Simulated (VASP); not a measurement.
# HgTe (Fm-3m) in VASP: settings compared

HgTe is run at these levels: PBE, RPBE+D3(BJ); tasks: single point.

All numbers are computed with VASP 6.6.1; they aren't measurements. Logs are shortened: lines on timing, memory, paths and dates and some standing lists are left out, and cuts for length are marked.

## 1. The cell of the first run

It takes space group Fm-3m (No. 225, cubic). Conventional cell: a = 6.402 Å, b = 6.402 Å, c = 6.402 Å, α = 90.00°, β = 90.00°, γ = 90.00°. Within 4.2 Å of Hg (site symmetry m-3m) lie 6 Te at 3.20 Å. Within 4.2 Å of Te (site symmetry m-3m) lie 6 Hg at 3.20 Å.

## 2. Single point, PBE

The input, INCAR:

```
SYSTEM = HgTe
PREC     = Accurate       ! precision mode
ENCUT    = 520            ! plane-wave cutoff, eV
EDIFF    = 1E-7           ! SCF threshold, eV
ISMEAR   = -1             ! smearing method
SIGMA    = 0.05           ! smearing width, eV
LREAL    = .False.        ! projectors in reciprocal space
LASPH    = .True.         ! aspherical terms in the spheres
NELM     = 100            ! most SCF steps
ALGO     = Normal         ! electronic algorithm
ISIF     = 2              ! what is computed and relaxed
LWAVE    = .False.        ! write WAVECAR
LCHARG   = .False.        ! write CHGCAR
GGA      = PE             ! functional
NBANDS   = 16             ! bands
```

The input, KPOINTS:

```
Automatic mesh
0
Gamma
  7 7 7
  0 0 0
```

The input, POSCAR:

```
HgTe
1.0
    0.0000000000      3.2010602164      3.2010602164
    3.2010602164      0.0000000000      3.2010602164
    3.2010602164      3.2010602164      0.0000000000
Hg Te
1 1
Direct
    0.0000000000      0.0000000000      0.0000000000
    0.5000000000      0.5000000000      0.5000000000
```

Potentials or basis: VASP PAW PBE potentials, release 64 (Hg, Te).

Run with:

```console
cat potpaw_PBE.64/Hg/POTCAR potpaw_PBE.64/Te/POTCAR > POTCAR
mpirun -np 1 vasp_std > vasp.out
```

OUTCAR:

```text
SYSTEM = HgTe
   PREC = Accurate
   ENCUT = 520
   EDIFF = 1E-7
   ISMEAR = -1
   LREAL = .False.
   LASPH = .True.
   NELM = 100
   ISIF = 2
   GGA = PE

 ion  position               nearest neighbor table
   1  0.000  0.000  0.000-   2 3.20   2 3.20   2 3.20   2 3.20   2 3.20   2 3.20
   2  0.500  0.500  0.500-   1 3.20   1 3.20   1 3.20   1 3.20   1 3.20   1 3.20

  LATTYP: Found a face centered cubic cell.
 ALAT       =     6.4021204328

  Lattice vectors:

 A1 = (   0.0000000000,   3.2010602164,   3.2010602164)
 A2 = (   3.2010602164,   0.0000000000,   3.2010602164)
 A3 = (   3.2010602164,   3.2010602164,   0.0000000000)

Analysis of symmetry for initial positions (statically):
=====================================================================
 Subroutine PRICEL returns:
 Original cell was already a primitive cell.

 Routine SETGRP: Setting up the symmetry group for a
 face centered cubic supercell.

 Subroutine GETGRP returns: Found 48 space group operations
 (whereof 48 operations were pure point group operations)
 out of a pool of 48 trial point group operations.

The static configuration has the point symmetry O_h .

Analysis of symmetry for dynamics (positions and initial velocities):
=====================================================================
 Subroutine PRICEL returns:
 Original cell was already a primitive cell.

 Routine SETGRP: Setting up the symmetry group for a
 face centered cubic supercell.

 Subroutine GETGRP returns: Found 48 space group operations
 (whereof 48 operations were pure point group operations)
 out of a pool of 48 trial point group operations.

The dynamic configuration has the point symmetry O_h .

 Subroutine INISYM returns: Found 48 space group operations
 (whereof 48 operations are pure point group operations),
 and found     1 'primitive' translations

----------------------------------------------------------------------------------------

                                     Primitive cell

  volume of cell :      65.6012

  direct lattice vectors                    reciprocal lattice vectors
     0.000000000  3.201060216  3.201060216    -0.156198249  0.156198249  0.156198249
     3.201060216  0.000000000  3.201060216     0.156198249 -0.156198249  0.156198249
     3.201060216  3.201060216  0.000000000     0.156198249  0.156198249 -0.156198249

  length of vectors
     4.526982772  4.526982772  4.526982772     0.270543303  0.270543303  0.270543303

  position of ions in fractional coordinates (direct lattice)
[... 74 lines left out ...]
   EDIFF  = 0.1E-06   stopping-criterion for ELM
   LREAL  =      F    real-space projection
   EDIFFG = 0.1E-05   stopping-criterion for IOM
   NSW    =      0    number of steps for IOM
   IBRION =     -1    ionic relax: 0-MD 1-quasi-New 2-CG
   NFREE  =      0    steps in history (QN), initial steepest desc. (CG)
   ISIF   =      2    stress and relaxation
   ISYM   =      2    0-nonsym 1-usesym 2-fastsym
   POTIM  = 0.5000    time-step for ionic-motion
   TEBEG  =    0.0;   TEEND  =   0.0 temperature during run
   PSTRESS=    0.0 pullay stress
   NELECT =      18.0000    total number of electrons
   NUPDOWN=      -1.0000    fix difference up-down
   EMIN   =  10.00;   EMAX   =-10.00  energy-range for DOS
   EFERMI =   0.00;   METHOD = LEGACY
   ISMEAR =    -1;   SIGMA  =   0.05  broadening in eV -4-tet -1-fermi 0-gaus
   EFERMI_NEDOS =   21; number of points for ismear=-14 and -15
   IALGO  =     38    algorithm
   IMIX   =      4    mixing-type and parameters
     AMIX     =   0.40;   BMIX     =  1.00
     AMIX_MAG =   1.60;   BMIX_MAG =  1.00
  volume/ion in A,a.u.               =      32.80       221.35
  Fermi-wavevector in a.u.,A,eV,Ry     =   1.063805  2.010299 15.397441  1.131680
  Thomas-Fermi vector in A             =   2.199302
   LORBIT       =      0    0 simple, 1 ext, 2 COOP (PROOUT), +10 PAW based schemes
   GGA     = PE    functional components
   LHFCALC =     F    Hartree Fock is set to
   AEXX    =    0.0000 exact exchange contribution
   IVDW    =     0    specifies the selected vdW correction
   LEPSILON=     F    determine dielectric tensor
   LRPA    =     F    only Hartree local field effects (RPA)
 non-spin polarized calculation
  energy-cutoff  :      520.00
  volume of cell :       65.60
 maximum number of plane-waves:      1807
 NGX is ok and might be reduce to    36
   NGX = 17   NGY = 17   NGZ = 17

 number of electron      17.9999998 magnetization

 Free energy of the ion-electron system (eV)
  ---------------------------------------------------
  ext. energy  EPLUGINS =         0.00000000
  ---------------------------------------------------
  free energy    TOTEN  =        -3.25171664 eV

  energy without entropy =       -3.24268235  energy(sigma->0) =       -3.24719949

 E-fermi :   2.9114     XC(G=0):  -9.1889

 val. band max:        2.8975593715   @ k =  -0.1429   0.1429   0.0000
 cond. band min:       2.9970493748   @ k =   0.4286   0.0000   0.0000
 fundamental gap:      0.0994900033
 Fermi energy:         2.9113843282

 k-point     1 :       0.0000    0.0000    0.0000
  band No.  band energies     occupation
      1      -8.2567      2.00000
      2      -3.3300      2.00000
      3      -3.3300      2.00000
      4      -3.2817      2.00000
      5      -3.2817      2.00000
      6      -3.2817      2.00000
[... 357 lines left out ...]
      3      -3.3120      2.00000
      4      -3.2523      2.00000
      5      -3.1333      2.00000
      6      -2.9399      2.00000
[... 8 lines left out ...]
     15      12.8541      0.00000
     16      14.9690      0.00000

------------------------ aborting loop because EDIFF is reached ----------------------------------------

  FORCE on cell =-STRESS in cart. coord.  units (eV):
  Direction    XX          YY          ZZ          XY          YZ          ZX
  --------------------------------------------------------------------------------------
  -------------------------------------------------------------------------------------
  Total       -1.6899663     -1.6899663     -1.6899663     -0.0000000     -0.0000000      0.0000000
  in kB      -41.2740515    -41.2740515    -41.2740515     -0.0000000     -0.0000000      0.0000000
  external PRESSURE =     -41.2740515 kB  Pullay stress =       0.0000000 kB

 VOLUME and BASIS-vectors are now :
 -----------------------------------------------------------------------------
  energy-cutoff  :      520.00
  volume of cell :       65.60
      direct lattice vectors                 reciprocal lattice vectors
     0.000000000  3.201060216  3.201060216    -0.156198249  0.156198249  0.156198249
     3.201060216  0.000000000  3.201060216     0.156198249 -0.156198249  0.156198249
     3.201060216  3.201060216  0.000000000     0.156198249  0.156198249 -0.156198249

 POSITION                                       TOTAL-FORCE (eV/Angst)
 -----------------------------------------------------------------------------------
      0.00000      0.00000      0.00000         0.000000      0.000000      0.000000
      3.20106      3.20106      3.20106         0.000000      0.000000      0.000000
 -----------------------------------------------------------------------------------
    total drift:                               -0.000000      0.000000      0.000000

  FREE ENERGIE OF THE ION-ELECTRON SYSTEM (eV)
  ---------------------------------------------------
  free  energy   TOTEN  =        -3.2517166356 eV

  energy  without entropy=       -3.2426823495  energy(sigma->0) =       -3.24719949
```

It took 27 s on 1 thread of Intel Xeon 6975P-C, shared host; peak memory 0.21 GiB.

Results:

```
Free energy            : -3.2517 eV
Pressure               : -4.1 GPa
Band gap on the k mesh : zero (band 9 reaches 3.05 eV, above the bottom of band 10 at 1.21 eV)
```

Caveat: spin-orbit coupling is left out, which moves the levels of the heavy elements.

(Part 1 of 2 ends here.)
